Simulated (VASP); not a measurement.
Set up this calculation in VASP 6.6.1, as the native input.

| Property | Result |
| --- | --- |
| Task | relaxation of the atoms |
| Functional | PBEsol |
| Potentials or basis | VASP PAW PBE potentials, release 64 (Ga_d, N) |
| Cutoff | 520 eV |
| k mesh | 8 × 8 × 8 |
| Occupations | gaussian, width 0.01 eV |
| Spin | non-collinear spin, zero start, spin-orbit coupling |
| Starting moments | [[0.0, 0.0, 0.0], [0.0, 0.0, 0.0]] μB |
| Dipole correction | no |
| Further INCAR settings | ALGO = Normal; EDIFF = 1e-06; IBRION = 2; EDIFFG = -0.002; NSW = 50 |

The structure of GaN lies in POSCAR:

```
GaN
1.0
   -0.0112456683      2.2435108310      2.2435108310
    2.2435108310     -0.0112456683      2.2435108310
    2.2435108310      2.2435108310     -0.0112456683
Ga N
1 1
Direct
    0.0000000000      0.0000000000      0.0000000000
    0.2500000000      0.2500000000      0.2500000000
```

This cell differs from its parent crystal: equal xy, yz and zx engineering shears of -0.5 %.

These files were run (other wordings do the same):

INCAR

```
SYSTEM = GaN
PREC = Accurate ; ENCUT = 520
EDIFF = 1E-6 ; ISMEAR = 0
SIGMA = 0.01 ; LREAL = .False.
LASPH = .True. ; NELM = 150
ALGO = Normal ; ISIF = 2
LWAVE = .False. ; LCHARG = .False.
MAGMOM = 0 0 0 0 0 0 ; LORBIT = 11
LSORBIT = .True. ; GGA_COMPAT = .False.
LORBMOM = .True. ; GGA = PS
IBRION = 2 ; NSW = 50
EDIFFG = -0.002 ; KPAR = 4
```

KPOINTS

```
Automatic mesh
0
Gamma
  8 8 8
  0 0 0
```

Potentials or basis: VASP PAW PBE potentials, release 64 (Ga_d, N).

Run with:

```sh
$ cat potpaw_PBE.64/Ga_d/POTCAR potpaw_PBE.64/N/POTCAR > POTCAR
$ mpirun -np 4 vasp_ncl > vasp.out
```

Results of the run:

```
Energy gained by relaxing                             : 0.1 meV/atom
Ionic steps                                           : 3
Pressure after relaxing                               : -0.3 GPa
Net moment                                            : 0.00 μB per cell
Valence electrons inside the program's atomic spheres : Ga 11.89; N 3.73
```

Caveat: the cell differs from its parent crystal (equal xy, yz and zx engineering shears of -0.5 %); the PAW data sets were made with another functional, which shifts forces and pressure a little.

Run time: 110 s on 4 MPI ranks on AMD EPYC 7R13 Processor (Zen 3) (shared host), peak memory 0.24 GiB a rank.
